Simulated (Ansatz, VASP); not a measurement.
# One calculation of AlN, two programs

File POSCAR:

```
AlN
1.0
    0.0000000000      2.2504476450      2.2176741356
    2.2504476450      0.0000000000      2.2176741356
    2.2504476450      2.2504476450      0.0000000000
Al N
1 1
Direct
    0.0000000000      0.0000000000      0.0000000000
    0.7500000000      0.7500000000      0.7500000000
```

File INCAR.step1:

```
PREC = Accurate
ENCUT = 520
ISMEAR = 0
SIGMA = 0.05
LREAL = F
LASPH = T
NELM = 100
NBANDS = 11
GGA = PE
ALGO = Normal
EDIFF = 1E-4
LWAVE = T
LCHARG = F
```

INCAR.step2

```
PREC = Accurate
ENCUT = 520
EDIFF = 1E-7
ISMEAR = 0
SIGMA = 0.05
LREAL = F
LASPH = T
NELM = 100
ALGO = Normal
ISIF = 2
LWAVE = F
LCHARG = F
METAGGA = R2SCAN
LMIXTAU = T
NBANDS = 11
ISTART = 1
```

File KPOINTS:

```
regular mesh
0
Gamma
  10 10 10
```

Input for Ansatz:

```yaml
crystal:
  lattice:
    - [0.0, 2.250447645, 2.2176741356]
    - [2.250447645, 0.0, 2.2176741356]
    - [2.250447645, 2.250447645, 0.0]
  atoms:
    - { symbol: Al, position: [0.0, 0.0, 0.0] }
    - { symbol: "N", position: [0.75, 0.75, 0.75] }
basis:
  ecutwfc: 500
kpoints:
  mp_grid: { grid: [10, 10, 10] }
hamiltonian:
  xc: r2scan
scf:
  occupations: { method: gaussian, width: 0.05 }
output:
  forces: true
  stress: true
  eigenvalues: true
```

Change from the starting cell: strain +0.030 along x and y, +0.015 along z, atoms carried along.

Alike in both runs: task single point; functional r2SCAN; k mesh 10 × 10 × 10; occupations gaussian, width 0.05 eV; no spin polarisation.

|  | VASP | Ansatz |
| --- | --- | --- |
| version | VASP 6.6.1 | Ansatz 0.2.0 |
| potentials or method | VASP PAW PBE potentials, release 64 (Al, N), cutoff 520 eV | scalar-relativistic, plane waves, PAW |
| valence electrons in the cell | 8 | 8 |

```tsv
	VASP	Ansatz	Ansatz less VASP
gap on the k mesh at the Fermi level (eV)	3.79	3.80	+0.005
least direct gap on the mesh (eV)	4.16	4.13	-0.035
pressure (GPa)	-13.9	-13.5	+0.38
traceless stress, the component that is largest in VASP (GPa)	1.43	1.42	-0.006
```

VASP's potentials were made for PBE, not for r2SCAN.
